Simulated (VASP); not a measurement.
# Pt (Pm-3m) in VASP: a series of runs

The runs below take Pt through single point, with PBE.

Program: VASP 6.6.1. These are calculated values, not measurements. Logs are shortened: lines on timing, memory, paths and dates and some standing lists are left out, and cuts for length are marked.

### Step 1. The cell of the first run

Symmetry: Pm-3m, No. 221, cubic system. Conventional cell: a = 2.308 Å, b = 2.308 Å, c = 2.308 Å, α = 90.00°, β = 90.00°, γ = 90.00°. Pt (site symmetry m-3m) has 6 Pt at 2.31 Å within 3.1 Å.

### Step 2. Single point, PBE (volume scaled by 0.68)

INCAR

```
SYSTEM = Pt
PREC = Accurate
ENCUT = 520
EDIFF = 1E-6
ISMEAR = -1
SIGMA = 0.05
LREAL = .FALSE.
LASPH = .TRUE.
NELM = 80
ALGO = Normal
ISIF = 2
LWAVE = .FALSE.
LCHARG = .TRUE.
GGA = PE
LELF = .TRUE.
LVHAR = .TRUE.
NBANDS = 11
```

KPOINTS

```
regular mesh
0
G
  16 16 16
  0 0 0
```

POSCAR

```
Pt
1.0
    2.3077658486      0.0000000000      0.0000000000
    0.0000000000      2.3077658486      0.0000000000
    0.0000000000      0.0000000000      2.3077658486
Pt
1
Direct
    0.0000000000      0.0000000000      0.0000000000
```

Potentials or basis: VASP PAW PBE potentials, release 64 (Pt).

The run is started by

```
> cat potpaw_PBE.64/Pt/POTCAR > POTCAR
> mpirun -np 1 vasp_std > vasp.out
```

OUTCAR:

```text
SYSTEM = Pt
   PREC = Accurate
   ENCUT = 520
   EDIFF = 1E-6
   ISMEAR = -1
   LREAL = .FALSE.
   LASPH = .TRUE.
   NELM = 80
   ISIF = 2
   GGA = PE

 ion  position               nearest neighbor table
   1  0.000  0.000  0.000-

  LATTYP: Found a simple cubic cell.
 ALAT       =     2.3077658486

  Lattice vectors:

 A1 = (   2.3077658486,   0.0000000000,   0.0000000000)
 A2 = (   0.0000000000,   2.3077658486,   0.0000000000)
 A3 = (   0.0000000000,   0.0000000000,   2.3077658486)

Analysis of symmetry for initial positions (statically):
=====================================================================
 Subroutine PRICEL returns:
 Original cell was already a primitive cell.

 Routine SETGRP: Setting up the symmetry group for a
 simple cubic supercell.

 Subroutine GETGRP returns: Found 48 space group operations
 (whereof 48 operations were pure point group operations)
 out of a pool of 48 trial point group operations.

The static configuration has the point symmetry O_h .

Analysis of symmetry for dynamics (positions and initial velocities):
=====================================================================
 Subroutine PRICEL returns:
 Original cell was already a primitive cell.

 Routine SETGRP: Setting up the symmetry group for a
 simple cubic supercell.

 Subroutine GETGRP returns: Found 48 space group operations
 (whereof 48 operations were pure point group operations)
 out of a pool of 48 trial point group operations.

The dynamic configuration has the point symmetry O_h .

 Subroutine INISYM returns: Found 48 space group operations
 (whereof 48 operations are pure point group operations),
 and found     1 'primitive' translations

----------------------------------------------------------------------------------------

                                     Primitive cell

  volume of cell :      12.2907

  direct lattice vectors                    reciprocal lattice vectors
     2.307765849  0.000000000  0.000000000     0.433319524  0.000000000  0.000000000
     0.000000000  2.307765849  0.000000000     0.000000000  0.433319524  0.000000000
     0.000000000  0.000000000  2.307765849     0.000000000  0.000000000  0.433319524

  length of vectors
     2.307765849  2.307765849  2.307765849     0.433319524  0.433319524  0.433319524

  position of ions in fractional coordinates (direct lattice)
     0.000000000  0.000000000  0.000000000

[... 69 lines left out ...]
   ISPIN  =      1    spin polarized calculation?
   LNONCOLLINEAR =      F non collinear calculations
   LSORBIT =      F    spin-orbit coupling
   LASPH  =      T    aspherical Exc in radial PAW
   ENCUT  =  520.0 eV  38.22 Ry    6.18 a.u.   4.29  4.29  4.29*2*pi/ulx,y,z
   NELM   =     80;   NELMIN=  2; NELMDL= -5     # of ELM steps
   EDIFF  = 0.1E-05   stopping-criterion for ELM
   LREAL  =      F    real-space projection
   EDIFFG = 0.1E-04   stopping-criterion for IOM
   NSW    =      0    number of steps for IOM
   IBRION =     -1    ionic relax: 0-MD 1-quasi-New 2-CG
   NFREE  =      0    steps in history (QN), initial steepest desc. (CG)
   ISIF   =      2    stress and relaxation
   ISYM   =      2    0-nonsym 1-usesym 2-fastsym
   POTIM  = 0.5000    time-step for ionic-motion
   TEBEG  =    0.0;   TEEND  =   0.0 temperature during run
   PSTRESS=    0.0 pullay stress
   NELECT =      10.0000    total number of electrons
   NUPDOWN=      -1.0000    fix difference up-down
   EMIN   =  10.00;   EMAX   =-10.00  energy-range for DOS
   EFERMI =   0.00;   METHOD = LEGACY
   ISMEAR =    -1;   SIGMA  =   0.05  broadening in eV -4-tet -1-fermi 0-gaus
   EFERMI_NEDOS =   21; number of points for ismear=-14 and -15
   IALGO  =     38    algorithm
   IMIX   =      4    mixing-type and parameters
     AMIX     =   0.40;   BMIX     =  1.00
     AMIX_MAG =   1.60;   BMIX_MAG =  1.00
  volume/ion in A,a.u.               =      12.29        82.94
  Fermi-wavevector in a.u.,A,eV,Ry     =   1.528327  2.888120 31.780283  2.335785
  Thomas-Fermi vector in A             =   2.636101
   LORBIT       =      0    0 simple, 1 ext, 2 COOP (PROOUT), +10 PAW based schemes
   GGA     = PE    functional components
[... 5 lines left out ...]
 non-spin polarized calculation
  energy-cutoff  :      520.00
  volume of cell :       12.29
 maximum number of plane-waves:       342
 NGX is ok and might be reduce to    18
   NGX =  9   NGY =  9   NGZ =  9

 number of electron      10.0000000 magnetization

 number of electron       9.9999997 magnetization

 Free energy of the ion-electron system (eV)
  ---------------------------------------------------
  ext. energy  EPLUGINS =         0.00000000
  ---------------------------------------------------
  free energy    TOTEN  =        -3.27898554 eV

  energy without entropy =       -3.27198717  energy(sigma->0) =       -3.27548636

 E-fermi :  15.7746     XC(G=0): -14.5861

 val. band max:       15.7602726163   @ k =   0.2500   0.1250   0.0625
 cond. band min:      15.7877809740   @ k =   0.3125   0.2500   0.2500
 fundamental gap:      0.0275083577
 Fermi energy:        15.7746404488

 k-point     1 :       0.0000    0.0000    0.0000
  band No.  band energies     occupation
      1       3.2044      2.00000
      2       5.9533      2.00000
      3       5.9533      2.00000
      4      16.4947      0.00000
      5      16.4947      0.00000
      6      16.4947      0.00000
      7      32.8861      0.00000
      8      32.8861      0.00000
      9      32.8861      0.00000
     10      41.0262      0.00000
     11      43.8222      0.00000
[... 309 lines left out ...]
 k-point    24 :       0.5000    0.1250    0.0000
  band No.  band energies     occupation
      1       6.9796      2.00000
      2       7.9864      2.00000
      3       9.9011      2.00000
      4      12.4318      2.00000
      5      15.6243      1.90568
      6      16.2383      0.00019
      7      23.2695      0.00000
      8      32.3979      0.00000
      9      36.9068      0.00000
     10      37.7575      0.00000
     11      42.1485      0.00000

 [... further k-points ...]
[... 5 lines left out ...]
  --------------------------------------------------------------------------------------
  -------------------------------------------------------------------------------------
  Total       14.9117651     14.9117651     14.9117651      0.0000000      0.0000000      0.0000000
  in kB     1943.8574357   1943.8574357   1943.8574357      0.0000000      0.0000000      0.0000000
  external PRESSURE =    1943.8574357 kB  Pullay stress =       0.0000000 kB

 VOLUME and BASIS-vectors are now :
 -----------------------------------------------------------------------------
  energy-cutoff  :      520.00
  volume of cell :       12.29
      direct lattice vectors                 reciprocal lattice vectors
     2.307765849  0.000000000  0.000000000     0.433319524  0.000000000  0.000000000
     0.000000000  2.307765849  0.000000000     0.000000000  0.433319524  0.000000000
     0.000000000  0.000000000  2.307765849     0.000000000  0.000000000  0.433319524

 POSITION                                       TOTAL-FORCE (eV/Angst)
 -----------------------------------------------------------------------------------
      0.00000      0.00000      0.00000         0.000000      0.000000      0.000000
 -----------------------------------------------------------------------------------
    total drift:                                0.000000      0.000000      0.000000

  FREE ENERGIE OF THE ION-ELECTRON SYSTEM (eV)
  ---------------------------------------------------
  free  energy   TOTEN  =        -3.2789855422 eV

  energy  without entropy=       -3.2719871741  energy(sigma->0) =       -3.27548636
```

OSZICAR:

```text
N       E                     dE             d eps       ncg     rms          rms(c)
DAV:   1     0.453522142942E+02    0.45352E+02   -0.55504E+03  3686   0.867E+02
DAV:   2    -0.297684585766E+01   -0.48329E+02   -0.46666E+02  4139   0.193E+02
DAV:   3    -0.359012735808E+01   -0.61328E+00   -0.61150E+00  4350   0.203E+01
DAV:   4    -0.359247038206E+01   -0.23430E-02   -0.23428E-02  4341   0.142E+00
DAV:   5    -0.359248726727E+01   -0.16885E-04   -0.16885E-04  4490   0.108E-01    0.263E+01
DAV:   6    -0.336353793928E+01    0.22895E+00   -0.20188E-01  4158   0.385E+00    0.151E+01
DAV:   7    -0.328288730760E+01    0.80651E-01   -0.12305E-01  4307   0.292E+00    0.176E+00
DAV:   8    -0.327912998690E+01    0.37573E-02   -0.15834E-02  4132   0.119E+00    0.350E-01
DAV:   9    -0.327897700272E+01    0.15298E-03   -0.31494E-04  4414   0.165E-01    0.183E-02
DAV:  10    -0.327898550723E+01   -0.85045E-05   -0.64829E-06  4901   0.195E-02    0.303E-03
DAV:  11    -0.327898554222E+01   -0.34986E-07   -0.21822E-07  2787   0.423E-03
   1 F= -.32789855E+01 E0= -.32754864E+01  d E =-.699837E-02
```

stdout:

```text
POSCAR found type information on POSCAR Pt
 POSCAR found :  1 types and       1 ions
 scaLAPACK will be used
 LDA part: xc-table for (Slater+PW92), standard interpolation
 POSCAR, INCAR and KPOINTS ok, starting setup
 FFT: planning ... GRIDC
 FFT: planning ... GRID_SOFT
 FFT: planning ... GRID
 WAVECAR not read
 entering main loop
```

Run time: 6.7 s. Hardware: 1 thread of Intel Xeon 6975P-C (Granite Rapids), shared host; peak memory 0.13 GiB.

Results:

| Item | Value |
| --- | --- |
| Free energy | -3.2790 eV |
| Pressure | 194.4 GPa |
| Band gap on the k mesh | zero (band 5 reaches 19.82 eV, above the bottom of band 6 at 13.80 eV) |

Caveat: spin-orbit coupling is left out, which moves the levels of the heavy elements.

### Step 3. Single point, PBE (volume scaled by 0.78)

INCAR

```
PREC = Accurate
ENCUT = 520
EDIFF = 1E-6
ISMEAR = -1
SIGMA = 0.05
LREAL = False
LASPH = True
NELM = 80
ALGO = Normal
ISIF = 2
LWAVE = False
LCHARG = False
GGA = PE
NBANDS = 11
```

KPOINTS

```
Automatic mesh
0
Gamma
  16 16 16
```

POSCAR

```
Pt
1.0
    2.4157591815      0.0000000000      0.0000000000
    0.0000000000      2.4157591815      0.0000000000
    0.0000000000      0.0000000000      2.4157591815
Pt
1
Direct
    0.0000000000      0.0000000000      0.0000000000
```

Potentials or basis: VASP PAW PBE potentials, release 64 (Pt).

The run is started by

```
> cat potpaw_PBE.64/Pt/POTCAR > POTCAR
> mpirun -np 1 vasp_std > vasp.out
```

OUTCAR:

```text
PREC = Accurate
   ENCUT = 520
   EDIFF = 1E-6
   ISMEAR = -1
   LREAL = False
   LASPH = True
   NELM = 80
   ISIF = 2
   GGA = PE

 ion  position               nearest neighbor table
   1  0.000  0.000  0.000-

  LATTYP: Found a simple cubic cell.
 ALAT       =     2.4157591815

  Lattice vectors:

 A1 = (   2.4157591815,   0.0000000000,   0.0000000000)
 A2 = (   0.0000000000,   2.4157591815,   0.0000000000)
 A3 = (   0.0000000000,   0.0000000000,   2.4157591815)

Analysis of symmetry for initial positions (statically):
=====================================================================
 Subroutine PRICEL returns:
 Original cell was already a primitive cell.

 Routine SETGRP: Setting up the symmetry group for a
 simple cubic supercell.

 Subroutine GETGRP returns: Found 48 space group operations
 (whereof 48 operations were pure point group operations)
 out of a pool of 48 trial point group operations.

The static configuration has the point symmetry O_h .

Analysis of symmetry for dynamics (positions and initial velocities):
=====================================================================
 Subroutine PRICEL returns:
 Original cell was already a primitive cell.

 Routine SETGRP: Setting up the symmetry group for a
 simple cubic supercell.

 Subroutine GETGRP returns: Found 48 space group operations
 (whereof 48 operations were pure point group operations)
 out of a pool of 48 trial point group operations.

The dynamic configuration has the point symmetry O_h .

 Subroutine INISYM returns: Found 48 space group operations
 (whereof 48 operations are pure point group operations),
 and found     1 'primitive' translations

----------------------------------------------------------------------------------------

                                     Primitive cell
[... 101 lines left out ...]
   NUPDOWN=      -1.0000    fix difference up-down
   EMIN   =  10.00;   EMAX   =-10.00  energy-range for DOS
   EFERMI =   0.00;   METHOD = LEGACY
   ISMEAR =    -1;   SIGMA  =   0.05  broadening in eV -4-tet -1-fermi 0-gaus
   EFERMI_NEDOS =   21; number of points for ismear=-14 and -15
   IALGO  =     38    algorithm
   IMIX   =      4    mixing-type and parameters
     AMIX     =   0.40;   BMIX     =  1.00
     AMIX_MAG =   1.60;   BMIX_MAG =  1.00
  volume/ion in A,a.u.               =      14.10        95.14
  Fermi-wavevector in a.u.,A,eV,Ry     =   1.460006  2.759011 29.002402  2.131616
  Thomas-Fermi vector in A             =   2.576506
   LORBIT       =      0    0 simple, 1 ext, 2 COOP (PROOUT), +10 PAW based schemes
   GGA     = PE    functional components
[... 5 lines left out ...]
 non-spin polarized calculation
  energy-cutoff  :      520.00
  volume of cell :       14.10
 maximum number of plane-waves:       392
 NGX is ok and might be reduce to    18
   NGX =  9   NGY =  9   NGZ =  9

 number of electron      10.0000001 magnetization

 Free energy of the ion-electron system (eV)
  ---------------------------------------------------
  ext. energy  EPLUGINS =         0.00000000
  ---------------------------------------------------
  free energy    TOTEN  =        -4.80880800 eV

  energy without entropy =       -4.80043216  energy(sigma->0) =       -4.80462008

 E-fermi :  12.7270     XC(G=0): -13.7399

 val. band max:       12.7247758286   @ k =   0.4375   0.3750   0.0625
 cond. band min:      12.7462688271   @ k =   0.3750   0.3750   0.2500
 fundamental gap:      0.0214929984
 Fermi energy:        12.7269536773

 k-point     1 :       0.0000    0.0000    0.0000
  band No.  band energies     occupation
      1       1.7800      2.00000
      2       4.6307      2.00000
      3       4.6307      2.00000
      4      13.2439      0.00006
      5      13.2439      0.00006
      6      13.2439      0.00006
      7      29.1726      0.00000
      8      29.1726      0.00000
      9      29.1726      0.00000
     10      36.3599      0.00000
     11      39.2117      0.00000
[... 309 lines left out ...]
 k-point    24 :       0.5000    0.1250    0.0000
  band No.  band energies     occupation
      1       5.2941      2.00000
      2       6.2002      2.00000
      3       8.0224      2.00000
      4      10.0390      2.00000
      5      12.9137      0.04667
      6      13.0469      0.00332
      7      18.9550      0.00000
      8      29.5485      0.00000
      9      33.0959      0.00000
     10      33.5653      0.00000
     11      37.5649      0.00000

 [... further k-points ...]
[... 5 lines left out ...]
  --------------------------------------------------------------------------------------
  -------------------------------------------------------------------------------------
  Total        7.7603330      7.7603330      7.7603330      0.0000000      0.0000000     -0.0000000
  in kB      881.9216874    881.9216874    881.9216874      0.0000000      0.0000000     -0.0000000
  external PRESSURE =     881.9216874 kB  Pullay stress =       0.0000000 kB

 VOLUME and BASIS-vectors are now :
 -----------------------------------------------------------------------------
  energy-cutoff  :      520.00
  volume of cell :       14.10
      direct lattice vectors                 reciprocal lattice vectors
     2.415759181  0.000000000  0.000000000     0.413948546  0.000000000  0.000000000
     0.000000000  2.415759181  0.000000000     0.000000000  0.413948546  0.000000000
     0.000000000  0.000000000  2.415759181     0.000000000  0.000000000  0.413948546

 POSITION                                       TOTAL-FORCE (eV/Angst)
 -----------------------------------------------------------------------------------
      0.00000      0.00000      0.00000         0.000000      0.000000      0.000000
 -----------------------------------------------------------------------------------
    total drift:                               -0.000000      0.000000      0.000000

  FREE ENERGIE OF THE ION-ELECTRON SYSTEM (eV)
  ---------------------------------------------------
  free  energy   TOTEN  =        -4.8088080011 eV

  energy  without entropy=       -4.8004321596  energy(sigma->0) =       -4.80462008
```

OSZICAR:

```text
N       E                     dE             d eps       ncg     rms          rms(c)
DAV:   1     0.415126501054E+02    0.41513E+02   -0.53965E+03  3686   0.847E+02
DAV:   2    -0.455448084457E+01   -0.46067E+02   -0.44277E+02  4109   0.183E+02
DAV:   3    -0.512191131889E+01   -0.56743E+00   -0.56608E+00  4287   0.193E+01
DAV:   4    -0.512438677480E+01   -0.24755E-02   -0.24752E-02  4256   0.146E+00
DAV:   5    -0.512440717528E+01   -0.20400E-04   -0.20401E-04  4347   0.123E-01    0.179E+01
DAV:   6    -0.486420945832E+01    0.26020E+00   -0.40765E-01  3996   0.532E+00    0.990E+00
DAV:   7    -0.481350814397E+01    0.50701E-01   -0.12716E-01  4261   0.287E+00    0.244E+00
DAV:   8    -0.480898172970E+01    0.45264E-02   -0.13699E-02  4087   0.108E+00    0.422E-01
DAV:   9    -0.480880100576E+01    0.18072E-03   -0.28497E-04  4278   0.154E-01    0.161E-02
DAV:  10    -0.480880785419E+01   -0.68484E-05   -0.52685E-06  4500   0.191E-02    0.338E-03
DAV:  11    -0.480880800114E+01   -0.14695E-06   -0.94387E-08  2517   0.282E-03
   1 F= -.48088080E+01 E0= -.48046201E+01  d E =-.837584E-02
```

stdout:

```text
POSCAR found type information on POSCAR Pt
 POSCAR found :  1 types and       1 ions
 scaLAPACK will be used
 LDA part: xc-table for (Slater+PW92), standard interpolation
 POSCAR, INCAR and KPOINTS ok, starting setup
 FFT: planning ... GRIDC
 FFT: planning ... GRID_SOFT
 FFT: planning ... GRID
 WAVECAR not read
 entering main loop
```

It took 6.2 s on 1 thread of Intel Xeon 6975P-C (Granite Rapids), shared host; peak memory 0.13 GiB.

What came out:

```yaml
Free_energy: -4.8088 eV
Pressure: 88.2 GPa
Band_gap_on_the_k_mesh: zero (band 5 reaches 15.89 eV, above the bottom of band 6 at 11.13 eV)
```

Levels at points of the mesh, in eV from the Fermi level:
| k point | band 3 | band 4 | band 5 | band 6 | band 7 | band 8 |
| --- | --- | --- | --- | --- | --- | --- |
| (0.00, 0.00, 0.00) | -8.10 | 0.52 | 0.52 | 0.52 | 16.45 | 16.45 |
| (0.50, 0.00, 0.00) | -2.77 | -2.77 | -1.71 | 0.85 | 6.22 | 16.18 |
| (0.50, 0.50, 0.00) | -2.15 | -2.15 | 2.93 | 4.54 | 4.54 | 13.02 |
| (0.50, 0.50, 0.50) | -7.13 | 3.17 | 3.17 | 8.75 | 11.85 | 11.85 |

Caveat: spin-orbit coupling is left out, which moves the levels of the heavy elements.

(Part 1 of 3 ends here.)
